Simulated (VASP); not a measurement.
# B (P1) in VASP: single point with r2SCAN

Aim: the single point of B with r2SCAN.

Everything below comes from runs of VASP 6.6.1. Logs are shortened: lines on timing, memory, paths and dates and some standing lists are left out, and cuts for length are marked.

### 1 The cell of the first run

The typed cell holds 12 atoms: a = 2.909 Å, b = 5.794 Å, c = 5.917 Å, α = 100.26°, β = 90.01°, γ = 104.53°.

### 2 Single point, r2SCAN

POSCAR reads:

```
B
1.0
    2.9087648438     -0.0219927019      0.0022585090
   -1.4113969556      5.6190830790     -0.0056476020
   -0.0134939155     -1.0845650624      5.8166763654
B
12
Direct
    0.6412802152      0.6148989555      0.5949521094
    0.8731649233      0.0795008804      0.0116588223
    0.2915017815      0.9162463436      0.9808994556
    0.5137296314      0.3592968244      0.3858132411
    0.7655173670      0.8654261709      0.1859217825
    0.1619181789      0.6563741814      0.7534690099
    0.7796164331      0.8933375635      0.7423982465
    0.8061672147      0.9437495407      0.4723229381
    0.1473987531      0.6270271875      0.0486524461
    0.0184885047      0.3696466233      0.1609951559
    0.3747571568      0.0811341662      0.4502268516
    0.6194068705      0.5712165326      0.2286969610
```

INCAR.step1 reads:

```
SYSTEM = B
ALGO = Normal ; EDIFF = 1E-4
ENCUT = 520 ; GGA = PE
ISMEAR = 0 ; LASPH = .TRUE.
LCHARG = .FALSE. ; LREAL = .FALSE.
LWAVE = .TRUE. ; NBANDS = 30
NELM = 100 ; PREC = Accurate
SIGMA = 0.1
```

INCAR.step2 reads:

```
SYSTEM = B
ALGO = Normal ; EDIFF = 1E-7
ENCUT = 520 ; ISIF = 2
ISMEAR = 0 ; ISTART = 1
LASPH = .TRUE. ; LCHARG = .TRUE.
LELF = .TRUE. ; LMIXTAU = .TRUE.
LREAL = .FALSE. ; LVHAR = .TRUE.
LWAVE = .FALSE. ; METAGGA = R2SCAN
NBANDS = 30 ; NELM = 100
PREC = Accurate ; SIGMA = 0.1
```

KPOINTS reads:

```
k-points
0
G
  12 8 6
  0 0 0
```

Potentials or basis: VASP PAW PBE potentials, release 64 (B).

Launch:

```console
> cat potpaw_PBE.64/B/POTCAR > POTCAR
> cp INCAR.step1 INCAR
> mpirun -np 1 vasp_std > vasp.out
> cp INCAR.step2 INCAR
> mpirun -np 1 vasp_std > vasp.out
```

OUTCAR:

```text
SYSTEM = B
   EDIFF = 1E-7
   ENCUT = 520
   ISIF = 2
   ISMEAR = 0
   ISTART = 1
   LASPH = .TRUE.
   LREAL = .FALSE.
   METAGGA = R2SCAN
   NELM = 100
   PREC = Accurate

 ion  position               nearest neighbor table
   1  0.641  0.615  0.595-   7 1.64   4 1.71   6 1.72   6 1.72   8 2.10  12 2.14
   2  0.873  0.080  0.012-  10 1.70   3 1.71   3 1.71   5 1.72   7 1.74
   3  0.292  0.916  0.981-   2 1.71   2 1.71   9 1.74   6 1.79   5 1.95   5 1.95   7 2.01   7 2.01

   4  0.514  0.359  0.386-  12 1.64  11 1.67   1 1.71  10 1.98  10 1.98
   5  0.766  0.865  0.186-   8 1.67  12 1.71   2 1.72   3 1.95   3 1.95   9 2.04   9 2.04
   6  0.162  0.656  0.753-   1 1.72   1 1.72   9 1.78   3 1.79   7 1.98   7 1.98
   7  0.780  0.893  0.742-   1 1.64   8 1.67   2 1.74   6 1.98   6 1.98   3 2.01   3 2.01
   8  0.806  0.944  0.472-  11 1.66  11 1.66   5 1.67   7 1.67   1 2.10
   9  0.147  0.627  0.049-  10 1.70   3 1.74   6 1.78  12 1.86  12 1.86   5 2.04   5 2.04
  10  0.018  0.370  0.161-   9 1.70   2 1.70  12 1.84  12 1.84   4 1.98   4 1.98
  11  0.375  0.081  0.450-   8 1.66   8 1.66   4 1.67
  12  0.619  0.571  0.229-   4 1.64   5 1.71  10 1.84  10 1.84   9 1.86   9 1.86   1 2.14

  LATTYP: Found a triclinic cell.
 ALAT       =     5.7939229170
 B/A-ratio  =     0.5020517019
 C/A-ratio  =     1.0212322114
 COS(alpha) =     0.0001313713
 COS(beta)  =     0.1782356368
 COS(gamma) =     0.2511259734

  Lattice vectors:

 A1 = (   1.4973678882,   5.5970903771,  -0.0033890930)
 A2 = (   2.9087648438,  -0.0219927019,   0.0022585090)
 A3 = (   0.0134939155,   1.0845650624,  -5.8166763654)

Analysis of symmetry for initial positions (statically):
=====================================================================
 Subroutine PRICEL returns:
 Original cell was already a primitive cell.

 Routine SETGRP: Setting up the symmetry group for a
 triclinic supercell.

 Subroutine GETGRP returns: Found  1 space group operations
 (whereof  1 operations were pure point group operations)
 out of a pool of  2 trial point group operations.

The static configuration has the point symmetry C_1 .

Analysis of symmetry for dynamics (positions and initial velocities):
=====================================================================
 Subroutine PRICEL returns:
 Original cell was already a primitive cell.

 Routine SETGRP: Setting up the symmetry group for a
 triclinic supercell.

 Subroutine GETGRP returns: Found  1 space group operations
 (whereof  1 operations were pure point group operations)
 out of a pool of  2 trial point group operations.

The dynamic configuration has the point symmetry C_1 .

 Subroutine INISYM returns: Found  1 space group operations
 (whereof  1 operations are pure point group operations),
 and found     1 'primitive' translations

----------------------------------------------------------------------------------------

                                     Primitive cell

  volume of cell :      94.8765

  direct lattice vectors                    reciprocal lattice vectors
     2.908764844 -0.021992702  0.002258509     0.344429629  0.086530588  0.016933340
    -1.411396956  5.619083079 -0.005647602     0.001322509  0.178330588  0.033254209
    -0.013493916 -1.084565062  5.816676365    -0.000132452  0.000139549  0.171945197

  length of vectors
     2.908848861  5.793631669  5.916940713     0.355536286  0.181409454  0.171945304

  position of ions in fractional coordinates (direct lattice)
     0.641280215  0.614898956  0.594952109
     0.873164923  0.079500880  0.011658822
     0.291501782  0.916246344  0.980899456
     0.513729631  0.359296824  0.385813241
     0.765517367  0.865426171  0.185921783
     0.161918179  0.656374181  0.753469010
     0.779616433  0.893337563  0.742398247
     0.806167215  0.943749541  0.472322938
     0.147398753  0.627027187  0.048652446
     0.018488505  0.369646623  0.160995156
     0.374757157  0.081134166  0.450226852
     0.619406871  0.571216533  0.228696961

  ion indices of the primitive-cell ions
   primitive index   ion index
                 1           1
                 2           2
                 3           3
                 4           4
                 5           5
                 6           6
                 7           7
                 8           8
                 9           9
                10          10
                11          11
                12          12

----------------------------------------------------------------------------------------

 KPOINTS: k-points

Automatic generation of k-mesh.
 Grid dimensions read from file:
 generate k-points for:   12    8    6

 Generating k-lattice:

  Cartesian coordinates                     Fractional coordinates (reciprocal lattice)
     0.028702469  0.007210882  0.001411112     0.083333333  0.000000000  0.000000000
     0.000165314  0.022291324  0.004156776    -0.000000000  0.125000000 -0.000000000
    -0.000022075  0.000023258  0.028657533    -0.000000000  0.000000000  0.166666667

  Length of vectors
     0.029628024  0.022676182  0.028657551

  Shift w.r.t. Gamma in fractional coordinates (k-lattice)
     0.000000000  0.000000000  0.000000000

 Subroutine IBZKPT returns following result:
 ===========================================

 Found    292 irreducible k-points:

 Following reciprocal coordinates:
            Coordinates               Weight
  0.000000  0.000000  0.000000      1.000000
  0.083333 -0.000000 -0.000000      2.000000
  0.166667  0.000000  0.000000      2.000000
  0.250000 -0.000000 -0.000000      2.000000
  0.333333 -0.000000  0.000000      2.000000
  0.416667 -0.000000  0.000000      2.000000
[... 16 lines left out ...]
  0.250000  0.250000 -0.000000      2.000000
  0.333333  0.250000 -0.000000      2.000000
 [... further k-points ...]
   k-points           NKPTS =    292   k-points in BZ     NKDIM =    292   number of bands    NBANDS=     30
   number of dos      NEDOS =    301   number of ions     NIONS =     12
   total plane-waves  NPLWV =  55296
   dimension x,y,z NGX =    24 NGY =   48 NGZ =   48
   dimension x,y,z NGXF=    48 NGYF=   96 NGZF=   96
   ions per type =              12
   NGX,Y,Z   is equivalent  to a cutoff of  13.72, 13.77, 13.49 a.u.
   NGXF,Y,Z  is equivalent  to a cutoff of  27.43, 27.55, 26.97 a.u.
 SYSTEM =  B
   PREC   = accura    normal or accurate (medium, high low for compatibility)
   ISTART =      1    job   : 0-new  1-cont  2-samecut
   ICHARG =      0    charge: 1-file 2-atom 10-const
   ISPIN  =      1    spin polarized calculation?
   LNONCOLLINEAR =      F non collinear calculations
   LSORBIT =      F    spin-orbit coupling
   LASPH  =      T    aspherical Exc in radial PAW
   ENCUT  =  520.0 eV  38.22 Ry    6.18 a.u.   5.41 10.77 11.00*2*pi/ulx,y,z
   NELM   =    100;   NELMIN=  2; NELMDL=  0     # of ELM steps
   EDIFF  = 0.1E-06   stopping-criterion for ELM
   LREAL  =      F    real-space projection
   EDIFFG = 0.1E-05   stopping-criterion for IOM
   NSW    =      0    number of steps for IOM
   IBRION =     -1    ionic relax: 0-MD 1-quasi-New 2-CG
   NFREE  =      0    steps in history (QN), initial steepest desc. (CG)
   ISIF   =      2    stress and relaxation
   ISYM   =      2    0-nonsym 1-usesym 2-fastsym
   POTIM  = 0.5000    time-step for ionic-motion
   TEBEG  =    0.0;   TEEND  =   0.0 temperature during run
   PSTRESS=    0.0 pullay stress
   NELECT =      36.0000    total number of electrons
   NUPDOWN=      -1.0000    fix difference up-down
   EMIN   =  10.00;   EMAX   =-10.00  energy-range for DOS
   EFERMI =   0.00;   METHOD = LEGACY
   ISMEAR =     0;   SIGMA  =   0.10  broadening in eV -4-tet -1-fermi 0-gaus
   EFERMI_NEDOS =   21; number of points for ismear=-14 and -15
   IALGO  =     38    algorithm
   IMIX   =      4    mixing-type and parameters
     AMIX     =   0.40;   BMIX     =  1.00
     AMIX_MAG =   1.60;   BMIX_MAG =  1.00
  volume/ion in A,a.u.               =       7.91        53.35
  Fermi-wavevector in a.u.,A,eV,Ry     =   1.185194  2.239692 19.111903  1.404685
  Thomas-Fermi vector in A             =   2.321393
   LORBIT       =      0    0 simple, 1 ext, 2 COOP (PROOUT), +10 PAW based schemes
   METAGGA = R2SCAN    functional components
   LHFCALC =     F    Hartree Fock is set to
   AEXX    =    0.0000 exact exchange contribution
   IVDW    =     0    specifies the selected vdW correction
   LEPSILON=     F    determine dielectric tensor
   LRPA    =     F    only Hartree local field effects (RPA)
 non-spin polarized calculation
 Gauss-broadening in eV      SIGMA  =   0.10
  energy-cutoff  :      520.00
  volume of cell :       94.88
 maximum number of plane-waves:      2578
 NGX is ok and might be reduce to    24
   NGX = 11   NGY = 21   NGZ = 23

 number of electron      36.0000000 magnetization

 Free energy of the ion-electron system (eV)
  ---------------------------------------------------
  ext. energy  EPLUGINS =         0.00000000
  ---------------------------------------------------
  free energy    TOTEN  =       -84.57222831 eV

  energy without entropy =      -84.56591698  energy(sigma->0) =      -84.56907265

 E-fermi :   5.0507     XC(G=0): -11.7747

 val. band max:        5.0430403785   @ k =  -0.3333   0.1250   0.1667
 cond. band min:       5.0606521886   @ k =   0.1667   0.5000   0.3333
 fundamental gap:      0.0176118102
 Fermi energy:         5.0507392732

 k-point     1 :       0.0000    0.0000    0.0000
  band No.  band energies     occupation
      1     -11.6501      2.00000
      2      -8.8212      2.00000
      3      -7.6913      2.00000
      4      -6.7657      2.00000
      5      -6.1043      2.00000
      6      -3.5955      2.00000
[... 22 lines left out ...]
     29      12.6307      0.00000
     30      13.4526      0.00000

 k-point     2 :       0.0833   -0.0000   -0.0000
  band No.  band energies     occupation
      1     -11.5465      2.00000
      2      -8.7337      2.00000
      3      -7.6019      2.00000
      4      -6.7087      2.00000
      5      -5.9556      2.00000
      6      -3.5291      2.00000
[... 22 lines left out ...]
     29      12.7268      0.00000
     30      13.2113      0.00000

 k-point     3 :       0.1667    0.0000    0.0000
  band No.  band energies     occupation
      1     -11.2364      2.00000
      2      -8.4715      2.00000
      3      -7.3362      2.00000
      4      -6.5102      2.00000
      5      -5.5493      2.00000
      6      -3.3498      2.00000
[... 22 lines left out ...]
     29      12.9645      0.00000
     30      13.3412      0.00000

 k-point     4 :       0.2500   -0.0000   -0.0000
  band No.  band energies     occupation
      1     -10.7222      2.00000
      2      -8.0364      2.00000
      3      -6.9029      2.00000
      4      -6.1465      2.00000
      5      -4.9743      2.00000
      6      -3.6371      2.00000
[... 616 lines left out ...]
     29      13.4604      0.00000
     30      13.8722      0.00000

 k-point    23 :       0.2500    0.2500   -0.0000
  band No.  band energies     occupation
      1     -10.5623      2.00000
      2      -8.4417      2.00000
      3      -7.0009      2.00000
      4      -6.3291      2.00000
      5      -4.4710      2.00000
      6      -3.3680      2.00000
[... 22 lines left out ...]
     29      13.8639      0.00000
     30      14.1555      0.00000

 k-point    24 :       0.3333    0.2500   -0.0000
  band No.  band energies     occupation
      1      -9.8522      2.00000
      2      -7.8233      2.00000
      3      -6.3865      2.00000
      4      -5.9132      2.00000
      5      -5.1539      2.00000
      6      -3.3066      2.00000
[... 22 lines left out ...]
     29      13.7115      0.00000
     30      14.2142      0.00000

 [... further k-points ...]
[... 5 lines left out ...]
  --------------------------------------------------------------------------------------
  -------------------------------------------------------------------------------------
  Total        0.0642542      0.0588318      0.0826180      0.0003242     -0.0052602      0.0023904
  in kB        1.0850596      0.9934910      1.3951689      0.0054743     -0.0888290      0.0403658
  external PRESSURE =       1.1579065 kB  Pullay stress =       0.0000000 kB

 VOLUME and BASIS-vectors are now :
 -----------------------------------------------------------------------------
  energy-cutoff  :      520.00
  volume of cell :       94.88
      direct lattice vectors                 reciprocal lattice vectors
     2.908764844 -0.021992702  0.002258509     0.344429629  0.086530588  0.016933340
    -1.411396956  5.619083079 -0.005647602     0.001322509  0.178330588  0.033254209
    -0.013493916 -1.084565062  5.816676365    -0.000132452  0.000139549  0.171945197

 POSITION                                       TOTAL-FORCE (eV/Angst)
 -----------------------------------------------------------------------------------
      0.98944      2.79580      3.45862        -0.001277     -0.015032     -0.007006
      2.42747      0.41487      0.06934         0.001469      0.019923     -0.000578
     -0.45851      4.07820      5.70106        -0.000224     -0.006394     -0.000804
      0.98200      1.58918      2.24328        -0.000157     -0.017059      0.010439
      1.00274      4.64442      1.07829         0.001346     -0.008510     -0.005432
     -0.46559      2.86747      4.37934         0.000668     -0.005325      0.000422
      0.99685      4.19741      4.31501         0.000545      0.010203      0.006750
      1.00657      4.77301      2.74384        -0.000706      0.009614      0.001576
     -0.45689      3.46731      0.27979        -0.001096      0.003427     -0.000115
     -0.47011      1.90206      0.93441        -0.000245     -0.004353     -0.003796
      0.96949     -0.04064      2.61921        -0.000290      0.011244      0.000338
      0.99241      2.94805      1.32843        -0.000035      0.002260     -0.001794
 -----------------------------------------------------------------------------------
    total drift:                               -0.000255     -0.000023     -0.000121

  FREE ENERGIE OF THE ION-ELECTRON SYSTEM (eV)
  ---------------------------------------------------
  free  energy   TOTEN  =       -84.5722283119 eV

  energy  without entropy=      -84.5659169823  energy(sigma->0) =      -84.56907265
```

It took 65 min on 1 thread of Oxide Virtual Turin-like, shared host; peak memory 0.59 GiB.

Results:

```
Free energy            : -84.5722 eV
Pressure               : 0.1 GPa
Largest force          : 0.020 eV/Å
Band gap on the k mesh : zero (bands 18 and 19 overlap by 3.10 eV)
```

Forces on the atoms (eV/Å):
```
B   -0.001 -0.015 -0.007
B    0.001  0.020 -0.001
B    0.000 -0.006 -0.001
B    0.000 -0.017  0.010
B    0.001 -0.009 -0.005
B    0.001 -0.005  0.000
B    0.001  0.010  0.007
B   -0.001  0.010  0.002
B   -0.001  0.003  0.000
B    0.000 -0.004 -0.004
B    0.000  0.011  0.000
B    0.000  0.002 -0.002
```

Levels at points of the mesh, in eV from the Fermi level:
```
           k point  band 16  band 17  band 18  band 19  band 20  band 21
(0.00, 0.00, 0.00)    -0.76     0.41     1.40     2.90     3.22     3.73
(0.50, 0.00, 0.00)    -2.83    -2.15    -1.76    -0.74     1.90     3.03
(0.00, 0.50, 0.00)    -0.96    -0.66     0.47     2.06     2.85     3.51
(0.50, 0.50, 0.00)    -2.82    -2.16    -1.76    -0.74     1.89     3.04
(0.00, 0.00, 0.50)    -1.44    -0.12     0.94     3.21     3.37     3.79
(0.50, 0.00, 0.50)    -2.98    -2.55    -1.94    -0.76     1.74     2.42
(0.00, 0.50, 0.50)    -1.06     0.19     0.71     2.05     2.94     4.01
(0.50, 0.50, 0.50)    -2.98    -2.55    -1.94    -0.76     1.73     2.43
```

Caveat: the PAW data sets were made with another functional, which shifts forces and pressure a little.
